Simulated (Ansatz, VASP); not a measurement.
# Hf3F2: VASP beside Ansatz

File INCAR:

```
SYSTEM = Hf3F2
ALGO = Normal
EDIFF = 1E-6
EDIFFG = -0.01
ENCUT = 600
GGA = PE
IBRION = 2
ISIF = 3
ISMEAR = 0
LASPH = .True.
LCHARG = .False.
LREAL = .False.
LWAVE = .False.
NELM = 80
NSW = 100
PREC = Accurate
SIGMA = 0.1
```

File KPOINTS:

```
k-points
0
Gamma
  8 8 8
  0 0 0
```

POSCAR

```
Hf3F2
1.0
    4.5378459313      0.0000000000      0.0000000000
    0.0000000000      4.5378459313      0.0000000000
    0.0000000000      0.0000000000      4.5378459313
Hf F
3 2
Direct
    0.5000000000      0.0000000000      0.0000000000
    0.0000000000      0.5000000000      0.0000000000
    0.0000000000      0.0000000000      0.5000000000
    0.0000000000      0.0000000000      0.0000000000
    0.5000000000      0.5000000000      0.5000000000
```

Input for Ansatz:

```yaml
crystal:
  lattice:
    - [4.5378459313, 0.0, 0.0]
    - [0.0, 4.5378459313, 0.0]
    - [0.0, 0.0, 4.5378459313]
  atoms:
    - { symbol: Hf, position: [0.5, 0.0, 0.0] }
    - { symbol: Hf, position: [0.0, 0.5, 0.0] }
    - { symbol: Hf, position: [0.0, 0.0, 0.5] }
    - { symbol: F, position: [0.0, 0.0, 0.0] }
    - { symbol: F, position: [0.5, 0.5, 0.5] }
basis:
  ecutwfc: 420
kpoints:
  mp_grid: { grid: [8, 8, 8] }
hamiltonian:
  xc: pbe
scf:
  occupations: { method: gaussian, width: 0.1 }
output:
  forces: true
  stress: true
  eigenvalues: true
relax:
  adjacent_minimum: "off"
  f_tol: 0.01
  max_steps: 80
  cell: { stress_tol: 0.05 }
```

Alike in both runs: task relaxation of cell and atoms; functional PBE; k mesh 8 × 8 × 8; occupations gaussian, width 0.1 eV; no spin polarisation.

|  | VASP | Ansatz |
| --- | --- | --- |
| version | VASP 6.6.1 | Ansatz 0.2.0 |
| potentials or method | VASP PAW PBE potentials, release 64 (Hf_pv, F), cutoff 600 eV | scalar-relativistic, plane waves, PAW |
| valence electrons in the cell | 44 | 92 |

VASP gave:

* gap on the k mesh at the Fermi level, each at its own relaxed structure (eV): none
* relaxed volume (Å³/atom): 18.26
* relaxed cell length with the largest relative difference (Å): 4.503

Problem. What did Ansatz give for the same quantities?

Solution. gap on the k mesh at the Fermi level, each at its own relaxed structure (eV): none; relaxed volume (Å³/atom): 18.52; relaxed cell length with the largest relative difference (Å): 4.524.

A gap of «none» marks a metal or a gap that the smearing closes. VASP's potentials hold 44 valence electrons a cell and Ansatz's 92, so a difference there can come from the potentials and not from the codes.

Neither program's run includes spin-orbit coupling.
